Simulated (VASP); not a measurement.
# AlN (F-43m) in VASP: notebook

Aim: see how the results for AlN move with the level of theory and the settings. Levels: PBEsol+D4, r2SCAN. Tasks: single point.

Everything below comes from runs of VASP 6.6.1. Logs are shortened: lines on timing, memory, paths and dates and some standing lists are left out, and cuts for length are marked.

### Step 1. The cell of the first run

Symmetry: F-43m, No. 216, cubic system. The conventional cell has a = 4.397 Å, b = 4.397 Å, c = 4.397 Å, α = 90.00°, β = 90.00°, γ = 90.00°. Al (site symmetry -43m) has 4 N at 1.90 Å within 2.5 Å. N (site symmetry -43m) has 4 Al at 1.90 Å within 2.5 Å.

### Step 2. Single point, PBEsol+D4

The input, INCAR:

```
SYSTEM = AlN
PREC = Accurate
ENCUT = 520
EDIFF = 1E-7
ISMEAR = -1
SIGMA = 0.05
LREAL = .FALSE.
LASPH = .TRUE.
NELM = 80
ALGO = Normal
ISIF = 2
LWAVE = .FALSE.
LCHARG = .TRUE.
GGA = PS
IVDW = 13
LELF = .TRUE.
LVHAR = .TRUE.
NBANDS = 11
```

The input, KPOINTS:

```
Automatic mesh
0
G
  10 10 10
  0 0 0
```

The input, POSCAR:

```
AlN
1.0
    0.0000000000      2.1984575146      2.1984575146
    2.1984575146      0.0000000000      2.1984575146
    2.1984575146      2.1984575146      0.0000000000
Al N
1 1
Direct
    0.0000000000      0.0000000000      0.0000000000
    0.2500000000      0.2500000000      0.2500000000
```

Potentials or basis: VASP PAW PBE potentials, release 64 (Al, N).

Started as:

```
cat potpaw_PBE.64/Al/POTCAR potpaw_PBE.64/N/POTCAR > POTCAR
mpirun -np 1 vasp_std > vasp.out
```

OUTCAR:

```text
SYSTEM = AlN
   PREC = Accurate
   ENCUT = 520
   EDIFF = 1E-7
   ISMEAR = -1
   LREAL = .FALSE.
   LASPH = .TRUE.
   NELM = 80
   ISIF = 2
   GGA = PS
   IVDW = 13

 ion  position               nearest neighbor table
   1  0.000  0.000  0.000-   2 1.90   2 1.90   2 1.90   2 1.90
   2  0.250  0.250  0.250-   1 1.90   1 1.90   1 1.90   1 1.90

  LATTYP: Found a face centered cubic cell.
 ALAT       =     4.3969150292

  Lattice vectors:

 A1 = (   0.0000000000,   2.1984575146,   2.1984575146)
 A2 = (   2.1984575146,   0.0000000000,   2.1984575146)
 A3 = (   2.1984575146,   2.1984575146,   0.0000000000)

Analysis of symmetry for initial positions (statically):
=====================================================================
 Subroutine PRICEL returns:
 Original cell was already a primitive cell.

 Routine SETGRP: Setting up the symmetry group for a
 face centered cubic supercell.

 Subroutine GETGRP returns: Found 24 space group operations
 (whereof 24 operations were pure point group operations)
 out of a pool of 48 trial point group operations.

The static configuration has the point symmetry T_d .

Analysis of symmetry for dynamics (positions and initial velocities):
=====================================================================
 Subroutine PRICEL returns:
 Original cell was already a primitive cell.

 Routine SETGRP: Setting up the symmetry group for a
 face centered cubic supercell.

 Subroutine GETGRP returns: Found 24 space group operations
 (whereof 24 operations were pure point group operations)
 out of a pool of 48 trial point group operations.

The dynamic configuration has the point symmetry T_d .

 Subroutine INISYM returns: Found 24 space group operations
 (whereof 24 operations are pure point group operations),
 and found     1 'primitive' translations

----------------------------------------------------------------------------------------

                                     Primitive cell

  volume of cell :      21.2512

  direct lattice vectors                    reciprocal lattice vectors
     0.000000000  2.198457515  2.198457515    -0.227432187  0.227432187  0.227432187
     2.198457515  0.000000000  2.198457515     0.227432187 -0.227432187  0.227432187
     2.198457515  2.198457515  0.000000000     0.227432187  0.227432187 -0.227432187

  length of vectors
     3.109088433  3.109088433  3.109088433     0.393924103  0.393924103  0.393924103

  position of ions in fractional coordinates (direct lattice)
     0.000000000  0.000000000  0.000000000
     0.250000000  0.250000000  0.250000000

  ion indices of the primitive-cell ions
   primitive index   ion index
                 1           1
                 2           2

----------------------------------------------------------------------------------------

 KPOINTS: Automatic mesh

Automatic generation of k-mesh.
 Grid dimensions read from file:
 generate k-points for:   10   10   10

 Generating k-lattice:

  Cartesian coordinates                     Fractional coordinates (reciprocal lattice)
    -0.022743219  0.022743219  0.022743219     0.100000000  0.000000000  0.000000000
     0.022743219 -0.022743219  0.022743219     0.000000000  0.100000000  0.000000000
     0.022743219  0.022743219 -0.022743219     0.000000000  0.000000000  0.100000000

  Length of vectors
     0.039392410  0.039392410  0.039392410

  Shift w.r.t. Gamma in fractional coordinates (k-lattice)
     0.000000000  0.000000000  0.000000000

 Subroutine IBZKPT returns following result:
 ===========================================

 Found     47 irreducible k-points:

 Following reciprocal coordinates:
            Coordinates               Weight
  0.000000  0.000000  0.000000      1.000000
  0.100000  0.000000  0.000000      8.000000
  0.200000  0.000000  0.000000      8.000000
  0.300000  0.000000  0.000000      8.000000
  0.400000  0.000000  0.000000      8.000000
  0.500000  0.000000  0.000000      4.000000
[... 16 lines left out ...]
  0.300000  0.300000  0.000000      6.000000
  0.400000  0.300000  0.000000     24.000000
 [... further k-points ...]
   k-points           NKPTS =     47   k-points in BZ     NKDIM =     47   number of bands    NBANDS=     11
   number of dos      NEDOS =    301   number of ions     NIONS =      2
   total plane-waves  NPLWV =  13824
   dimension x,y,z NGX =    24 NGY =   24 NGZ =   24
   dimension x,y,z NGXF=    48 NGYF=   48 NGZF=   48
   ions per type =               1   1
   NGX,Y,Z   is equivalent  to a cutoff of  12.83, 12.83, 12.83 a.u.
   NGXF,Y,Z  is equivalent  to a cutoff of  25.67, 25.67, 25.67 a.u.
 SYSTEM =  AlN
   PREC   = accura    normal or accurate (medium, high low for compatibility)
   ISTART =      0    job   : 0-new  1-cont  2-samecut
   ICHARG =      2    charge: 1-file 2-atom 10-const
   ISPIN  =      1    spin polarized calculation?
   LNONCOLLINEAR =      F non collinear calculations
   LSORBIT =      F    spin-orbit coupling
   LASPH  =      T    aspherical Exc in radial PAW
   ENCUT  =  520.0 eV  38.22 Ry    6.18 a.u.   5.78  5.78  5.78*2*pi/ulx,y,z
   NELM   =     80;   NELMIN=  2; NELMDL= -5     # of ELM steps
   EDIFF  = 0.1E-06   stopping-criterion for ELM
   LREAL  =      F    real-space projection
   EDIFFG = 0.1E-05   stopping-criterion for IOM
   NSW    =      0    number of steps for IOM
   IBRION =     -1    ionic relax: 0-MD 1-quasi-New 2-CG
   NFREE  =      0    steps in history (QN), initial steepest desc. (CG)
   ISIF   =      2    stress and relaxation
   ISYM   =      2    0-nonsym 1-usesym 2-fastsym
   POTIM  = 0.5000    time-step for ionic-motion
   TEBEG  =    0.0;   TEEND  =   0.0 temperature during run
   PSTRESS=    0.0 pullay stress
   NELECT =       8.0000    total number of electrons
   NUPDOWN=      -1.0000    fix difference up-down
   EMIN   =  10.00;   EMAX   =-10.00  energy-range for DOS
   EFERMI =   0.00;   METHOD = LEGACY
   ISMEAR =    -1;   SIGMA  =   0.05  broadening in eV -4-tet -1-fermi 0-gaus
   EFERMI_NEDOS =   21; number of points for ismear=-14 and -15
   IALGO  =     38    algorithm
   IMIX   =      4    mixing-type and parameters
     AMIX     =   0.40;   BMIX     =  1.00
     AMIX_MAG =   1.60;   BMIX_MAG =  1.00
  volume/ion in A,a.u.               =      10.63        71.71
  Fermi-wavevector in a.u.,A,eV,Ry     =   1.182071  2.233790 19.011297  1.397291
  Thomas-Fermi vector in A             =   2.318332
   LORBIT       =      0    0 simple, 1 ext, 2 COOP (PROOUT), +10 PAW based schemes
   GGA     = PS    functional components
   LHFCALC =     F    Hartree Fock is set to
   AEXX    =    0.0000 exact exchange contribution
   IVDW    =    13    specifies the selected vdW correction
   LEPSILON=     F    determine dielectric tensor
   LRPA    =     F    only Hartree local field effects (RPA)
 non-spin polarized calculation
  energy-cutoff  :      520.00
  volume of cell :       21.25
 maximum number of plane-waves:       588
   NGX = 11   NGY = 11   NGZ = 11

 number of electron       8.0000001 magnetization

 Free energy of the ion-electron system (eV)
  ---------------------------------------------------
  ext. energy  EPLUGINS =         0.00000000
  ---------------------------------------------------
  free energy    TOTEN  =       -15.60922867 eV

  energy without entropy =      -15.60922867  energy(sigma->0) =      -15.60922867

 E-fermi :   6.7280     XC(G=0): -11.0428

 val. band max:        5.6926570445   @ k =   0.0000   0.0000   0.0000
 cond. band min:       8.8702275479   @ k =   0.5000   0.5000   0.0000
 fundamental gap:      3.1775705033
 Fermi energy:         6.7279885149

 k-point     1 :       0.0000    0.0000    0.0000
  band No.  band energies     occupation
      1      -9.1508      2.00000
      2       5.6927      2.00000
      3       5.6927      2.00000
      4       5.6927      2.00000
      5       9.6523      0.00000
      6      17.9687      0.00000
      7      17.9687      0.00000
      8      17.9687      0.00000
      9      23.1232      0.00000
     10      23.1232      0.00000
     11      24.4374      0.00000

 k-point     2 :       0.1000    0.0000    0.0000
  band No.  band energies     occupation
      1      -9.0064      2.00000
      2       4.8723      2.00000
      3       5.6409      2.00000
      4       5.6409      2.00000
      5      10.3220      0.00000
      6      17.5788      0.00000
      7      18.1006      0.00000
      8      18.1006      0.00000
      9      21.8622      0.00000
     10      21.8622      0.00000
     11      23.6369      0.00000

 k-point     3 :       0.2000    0.0000    0.0000
  band No.  band energies     occupation
      1      -8.5946      2.00000
      2       3.2718      2.00000
      3       5.5120      2.00000
      4       5.5120      2.00000
      5      11.4425      0.00000
      6      16.7827      0.00000
      7      18.0416      0.00000
      8      18.0416      0.00000
      9      21.3237      0.00000
     10      21.3237      0.00000
     11      22.7618      0.00000

 k-point     4 :       0.3000    0.0000    0.0000
  band No.  band energies     occupation
      1      -7.9964      2.00000
      2       1.6396      2.00000
      3       5.3644      2.00000
      4       5.3644      2.00000
      5      12.2711      0.00000
      6      16.0395      0.00000
      7      17.4048      0.00000
      8      17.4048      0.00000
      9      22.3482      0.00000
     10      22.3482      0.00000
     11      22.5562      0.00000

 k-point     5 :       0.4000    0.0000    0.0000
  band No.  band energies     occupation
      1      -7.3978      2.00000
      2       0.3674      2.00000
      3       5.2534      2.00000
      4       5.2534      2.00000
      5      12.6844      0.00000
      6      15.5192      0.00000
      7      16.8203      0.00000
      8      16.8203      0.00000
      9      22.9526      0.00000
     10      24.1354      0.00000
     11      24.1354      0.00000
[... 211 lines left out ...]
 k-point    21 :      -0.3000    0.2000    0.0000
  band No.  band energies     occupation
      1      -7.2452      2.00000
      2       1.1035      2.00000
      3       3.5009      2.00000
      4       5.1733      2.00000
      5      13.3903      0.00000
      6      14.4811      0.00000
      7      17.1859      0.00000
      8      17.7571      0.00000
      9      21.7850      0.00000
     10      24.0107      0.00000
     11      26.6011      0.00000

 k-point    22 :      -0.2000    0.2000    0.0000
  band No.  band energies     occupation
      1      -7.7999      2.00000
      2       1.9390      2.00000
      3       4.0040      2.00000
      4       5.4374      2.00000
      5      13.0291      0.00000
      6      15.3951      0.00000
      7      16.8105      0.00000
      8      17.9445      0.00000
      9      20.3868      0.00000
     10      23.7585      0.00000
     11      26.6807      0.00000

 k-point    23 :       0.3000    0.3000    0.0000
  band No.  band energies     occupation
      1      -7.6248      2.00000
      2       2.1786      2.00000
      3       4.4565      2.00000
      4       4.4565      2.00000
      5      10.8513      0.00000
      6      15.1339      0.00000
      7      17.2778      0.00000
      8      19.8739      0.00000
      9      19.8739      0.00000
     10      25.7772      0.00000
     11      29.0159      0.00000

 k-point    24 :       0.4000    0.3000    0.0000
  band No.  band energies     occupation
      1      -7.1672      2.00000
      2       1.5519      2.00000
      3       3.9940      2.00000
      4       4.2935      2.00000
      5      10.4487      0.00000
      6      14.9702      0.00000
      7      17.6319      0.00000
      8      19.9650      0.00000
      9      20.4576      0.00000
     10      26.6648      0.00000
     11      28.8157      0.00000

 [... further k-points ...]

------------------------ aborting loop because EDIFF is reached ----------------------------------------

  DFT-D4 for vdW energy calculation

  Edisp (eV):   -0.34162

  FORCE on cell =-STRESS in cart. coord.  units (eV):
  Direction    XX          YY          ZZ          XY          YZ          ZX
  --------------------------------------------------------------------------------------
  -------------------------------------------------------------------------------------
  Total      -0.67940    -0.67940    -0.67940     0.00000    -0.00000     0.00000
  in kB     -51.22114   -51.22114   -51.22114     0.00000    -0.00000     0.00000
  external pressure =      -51.22 kB  Pullay stress =        0.00 kB

 VOLUME and BASIS-vectors are now :
 -----------------------------------------------------------------------------
  energy-cutoff  :      520.00
  volume of cell :       21.25
      direct lattice vectors                 reciprocal lattice vectors
     0.000000000  2.198457515  2.198457515    -0.227432187  0.227432187  0.227432187
     2.198457515  0.000000000  2.198457515     0.227432187 -0.227432187  0.227432187
     2.198457515  2.198457515  0.000000000     0.227432187  0.227432187 -0.227432187

 POSITION                                       TOTAL-FORCE (eV/Angst)
 -----------------------------------------------------------------------------------
      0.00000      0.00000      0.00000        -0.000000     -0.000000     -0.000000
      1.09923      1.09923      1.09923         0.000000      0.000000      0.000000
 -----------------------------------------------------------------------------------
    total drift:                                0.000000      0.000000      0.000000

  FREE ENERGIE OF THE ION-ELECTRON SYSTEM (eV)
  ---------------------------------------------------
  free  energy   TOTEN  =       -15.9508511727 eV

  energy  without entropy=      -15.9508511727  energy(sigma->0) =      -15.95085117
```

It took 17 s on 1 thread of Intel Xeon 8259CL, shared host; peak memory 0.14 GiB.

Results:

```yaml
Free_energy: -15.9509 eV
Pressure: -5.1 GPa
Band_gap_on_the_k_mesh: 3.18 eV, indirect (least direct gap 3.96 eV)
Dispersion_energy_per_atom: -0.171 eV
```

Levels at points of the mesh, in eV from the valence-band top:
| k point | band 1 | band 2 | band 3 | band 4 | band 5 | band 6 | band 7 | band 8 |
| --- | --- | --- | --- | --- | --- | --- | --- | --- |
| (0.00, 0.00, 0.00) | -14.84 | 0.00 | 0.00 | 0.00 | 3.96 | 12.28 | 12.28 | 12.28 |
| (0.50, 0.00, 0.00) | -12.82 | -5.83 | -0.48 | -0.48 | 7.11 | 9.63 | 10.91 | 10.91 |
| (0.50, 0.50, 0.00) | -12.19 | -4.89 | -1.77 | -1.77 | 3.18 | 8.36 | 13.61 | 15.38 |

Caveat: the PAW data sets were made with another functional, which shifts forces and pressure a little. A k mesh can miss the band edges.

### Step 3. Single point, PBEsol+D4

This run uses another cell than the first one, of 10.83 Å³/atom, 1.020 times its volume.

The input, INCAR:

```
SYSTEM = AlN
  PREC = Accurate
  ENCUT = 520
  EDIFF = 1E-6
  ISMEAR = -1
  SIGMA = 0.05
  LREAL = .False.
  LASPH = .True.
  NELM = 80
  ALGO = Normal
  ISIF = 2
  LWAVE = .False.
  LCHARG = .False.
  GGA = PS
  IVDW = 13
  NBANDS = 11
```

The input, KPOINTS:

```
Automatic mesh
0
Gamma
  10 10 10
  0 0 0
```

The input, POSCAR:

```
AlN
1.0
    0.0000000000      2.2127336128      2.2127336128
    2.2127336128      0.0000000000      2.2127336128
    2.2127336128      2.2127336128      0.0000000000
Al N
1 1
Direct
    0.0000000000      0.0000000000      0.0000000000
    0.2500000000      0.2500000000      0.2500000000
```

Potentials or basis: VASP PAW PBE potentials, release 64 (Al, N).

Started as:

```
cat potpaw_PBE.64/Al/POTCAR potpaw_PBE.64/N/POTCAR > POTCAR
mpirun -np 1 vasp_std > vasp.out
```

Run time: 14 s. Hardware: 1 thread of Intel Xeon 8259CL, shared host; peak memory 0.14 GiB.

The run converged. Its results:

```
Free energy                : -15.9331 eV
Pressure                   : -8.6 GPa
Band gap on the k mesh     : 3.17 eV, indirect (least direct gap 3.79 eV)
Dispersion energy per atom : -0.168 eV
```

Levels at points of the mesh, in eV from the valence-band top:
```tsv
k point	band 1	band 2	band 3	band 4	band 5	band 6	band 7	band 8	band 9
(0.00, 0.00, 0.00)	-14.73	0.00	0.00	0.00	3.79	12.09	12.09	12.09	17.28
(0.50, 0.00, 0.00)	-12.76	-5.75	-0.48	-0.48	6.94	9.50	10.79	10.79	17.32
(0.50, 0.50, 0.00)	-12.15	-4.83	-1.75	-1.75	3.17	8.25	13.35	15.15	15.15
```

Caveat: the PAW data sets were made with another functional, which shifts forces and pressure a little. Expect the measured gap to be larger: semilocal functionals such as PBEsol lack the derivative discontinuity.

(Part 1 of 3 ends here.)
